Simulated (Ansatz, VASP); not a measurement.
**LiCl: VASP beside Ansatz**

```
CELL_PARAMETERS angstrom
0.00000 2.46218 2.56477
2.46218 0.00000 2.56477
2.46218 2.46218 0.00000
ATOMIC_POSITIONS crystal
Cl 0.50000 0.50000 0.50000
Li 0.00000 0.00000 0.00000
```

Alike in both runs: task single point; functional PBEsol; k mesh 8 × 8 × 8; occupations fermi-dirac, width 0.05 eV; no spin polarisation.

|  | VASP | Ansatz |
| --- | --- | --- |
| version | VASP 6.6.1 | Ansatz 0.2.0 |
| potentials or method | VASP PAW PBE potentials, release 64 (Cl, Li_sv) | Ansatz PAW |
| plane-wave cutoff (eV) | 750 | 420 |
| valence electrons in the cell | 10 | 10 |

Ansatz gave:

```
gap on the k mesh at the Fermi level (eV)                     : 6.54
least direct gap on the mesh (eV)                             : 6.55
pressure (GPa)                                                : 1.8
traceless stress, the component that is largest in VASP (GPa) : -1.41
```

Which values does VASP return?

gap on the k mesh at the Fermi level (eV): 6.55; least direct gap on the mesh (eV): 6.55; pressure (GPa): 1.7; traceless stress, the component that is largest in VASP (GPa): -1.42.

VASP's potentials were made for PBE, not for PBEsol. The functional is the same, so the differences come from potentials, cutoffs and numerics.
